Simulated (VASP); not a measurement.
Input of a VASP 6.6.1 run:

File INCAR:

```
SYSTEM = CuO
PREC = Accurate
ENCUT = 520
EDIFF = 1E-7
ISMEAR = -1
SIGMA = 0.05
LREAL = .FALSE.
LASPH = .TRUE.
NELM = 80
ALGO = Normal
ISIF = 2
LWAVE = .FALSE.
LCHARG = .FALSE.
GGA = VW
NBANDS = 25
```

KPOINTS

```
regular mesh
0
G
  10 10 5
  0 0 0
```

The input POSCAR:

```
CuO
1.0
    2.2940437287     -1.6763657078      0.0000000000
    2.2940437287      1.6763657078      0.0000000000
   -0.8326750593      0.0000000000      4.9546185987
Cu O
2 2
Direct
    0.5000000000      0.0000000000      0.5000000000
    0.0000000000      0.5000000000      0.0000000000
    0.4184000000      0.5816000000      0.7500000000
    0.5816000000      0.4184000000      0.2500000000
```

Potentials or basis: VASP PAW PBE potentials, release 64 (Cu, O).

The run is started by

```sh
$ cat potpaw_PBE.64/Cu/POTCAR potpaw_PBE.64/O/POTCAR > POTCAR
$ mpirun -np 1 vasp_std > vasp.out
```

Question: What does it give for the largest force?

Answer: 0.227 eV/Å.

Question: What does it give for the pressure?

Answer: 2.8 GPa.

Question: What does it give for the band gap on the k mesh?

Answer: Zero (band 17 reaches 6.40 eV, above the bottom of band 18 at 5.79 eV).

Stress tensor (GPa, compression positive):
```
 2.48  0.00 -1.39
 0.00  3.76  0.00
-1.39  0.00  2.19
```

Caveat: the PAW data sets were made with another functional, which shifts forces and pressure a little; semilocal functionals often make such compounds metallic where correlation or magnetic order opens a gap, which also shifts bond lengths.
